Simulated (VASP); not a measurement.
Wanted: the native input for a VASP 6.6.1 run.

```yaml
Task: single point
Functional: PBE
Potentials_or_basis: VASP PAW PBE potentials, release 64 (Mo_sv)
Cutoff: 500 eV
k_mesh: 10 × 10 × 10
Occupations: methfessel-paxton, width 0.01 eV
Spin: no spin polarisation
Dipole_correction: no
Further_INCAR_settings: ALGO = Normal; EDIFF = 1e-06; NBANDS = 13
```

The structure of Mo lies in POSCAR:

```
Mo
1.0
   -1.5467417963      1.5467417963      1.5467417963
    1.5467417963     -1.5467417963      1.5467417963
    1.5467417963      1.5467417963     -1.5467417963
Mo
1
Direct
    0.0000000000      0.0000000000      0.0000000000
```

These files were run (other wordings do the same):

INCAR

```
PREC     = Accurate       # precision mode
ENCUT    = 500            # plane-wave cutoff, eV
EDIFF    = 1E-6           # SCF threshold, eV
ISMEAR   = 1              # smearing method
SIGMA    = 0.01           # smearing width, eV
LREAL    = False          # projectors in reciprocal space
LASPH    = True           # aspherical terms in the spheres
NELM     = 120            # most SCF steps
ALGO     = Normal         # electronic algorithm
ISIF     = 2              # what is computed and relaxed
LWAVE    = False          # write WAVECAR
LCHARG   = True           # write CHGCAR
GGA      = PE             # functional
LELF     = True           # ELF
LVHAR    = True         
NBANDS   = 13             # bands
GGA_COMPAT= False
```

KPOINTS

```
regular mesh
0
Gamma
  10 10 10
```

Potentials or basis: VASP PAW PBE potentials, release 64 (Mo_sv).

The run is started by

```bash
$ cat potpaw_PBE.64/Mo_sv/POTCAR > POTCAR
$ mpirun -np 1 vasp_std > vasp.out
```

It gave:

```
Pressure               : 19.2 GPa
Band gap on the k mesh : zero (band 7 reaches 17.81 eV, above the bottom of band 8 at 12.03 eV)
```

Wall time 9.9 s on 1 thread of AMD EPYC 7R13, with other jobs on the host, peak memory 0.1 GiB.
